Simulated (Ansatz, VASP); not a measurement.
## Two plane-wave programs on ScNb2O3

Contents of INCAR:

```
ALGO     = Normal         # electronic algorithm
EDIFF    = 1E-6           # SCF threshold, eV
ENCUT    = 520            # plane-wave cutoff, eV
GGA      = PE             # functional
ISIF     = 2              # what is computed and relaxed
ISMEAR   = 0              # smearing method
ISPIN    = 2              # spin polarisation
LASPH    = True           # aspherical terms in the spheres
LCHARG   = False          # write CHGCAR
LMAXMIX  = 4              # l up to which the mixer works
LORBIT   = 11             # projections on sites
LREAL    = False          # projectors in reciprocal space
LWAVE    = False          # write WAVECAR
MAGMOM   = 0 0 0 0 0 0    # initial moments
NBANDS   = 40             # bands
NELM     = 150            # most SCF steps
PREC     = Accurate       # precision mode
SIGMA    = 0.1            # smearing width, eV
```

File KPOINTS:

```
k-points
0
Gamma
  4 4 6
```

File POSCAR:

```
ScNb2O3
1.0
    2.7968469300     -4.2649772600      0.0000000000
    2.7968469300      4.2649772600      0.0000000000
    0.0000000000      0.0000000000      2.7839725400
Sc Nb O
1 2 3
Direct
    0.5000000000      0.5000000000      0.0000000000
    0.2156325000      0.7843675000      0.0000000000
    0.7843675000      0.2156325000      0.0000000000
    0.0000000000      0.0000000000      0.0000000000
    0.5000000000      0.0000000000      0.5000000000
    0.0000000000      0.5000000000      0.5000000000
```

Input for Ansatz:

```yaml
crystal:
  lattice:
    - [2.79684693, -4.26497726, 0.0]
    - [2.79684693, 4.26497726, 0.0]
    - [0.0, 0.0, 2.78397254]
  atoms:
    - { symbol: Sc, position: [0.5, 0.5, 0.0] }
    - { symbol: Nb, position: [0.2156325, 0.7843675, 0.0] }
    - { symbol: Nb, position: [0.7843675, 0.2156325, 0.0] }
    - { symbol: O, position: [0.0, 0.0, 0.0] }
    - { symbol: O, position: [0.5, 0.0, 0.5] }
    - { symbol: O, position: [0.0, 0.5, 0.5] }
basis:
  ecutwfc: 420
kpoints:
  mp_grid: { grid: [4, 4, 6] }
hamiltonian:
  xc: pbe
scf:
  occupations: { method: gaussian, width: 0.1 }
  lower_state_search: "off"
output:
  forces: true
  stress: true
  eigenvalues: true
  populations: true
magnetization:
  spin_polarized: true
```

Change from the starting cell: species swapped into the NaH2Pd3 type (Cmmm, No. 65).

Alike in both runs: task single point; functional PBE; k mesh 4 × 4 × 6; occupations gaussian, width 0.1 eV; collinear spin.

```csv
,VASP,Ansatz
version,VASP 6.6.1,Ansatz 0.2.0
potentials or method,"VASP PAW PBE potentials, release 64 (Sc_sv, Nb_sv, O), cutoff 520 eV","scalar-relativistic, plane waves, PAW"
valence electrons in the cell,55,55
```

```csv
,VASP,Ansatz,Ansatz less VASP
gap on the k mesh at the Fermi level (eV),none,none,-
rms of the force components (eV/Å),0.615,0.630,+0.0156
```

Atom by atom the forces differ by 0.016 eV/Å (rms over components). A gap of «none» marks a metal or a gap that the smearing closes. Ansatz's warnings: no starting moments, stability check not made.

The k mesh is coarse, so the values compare programs but aren't converged.
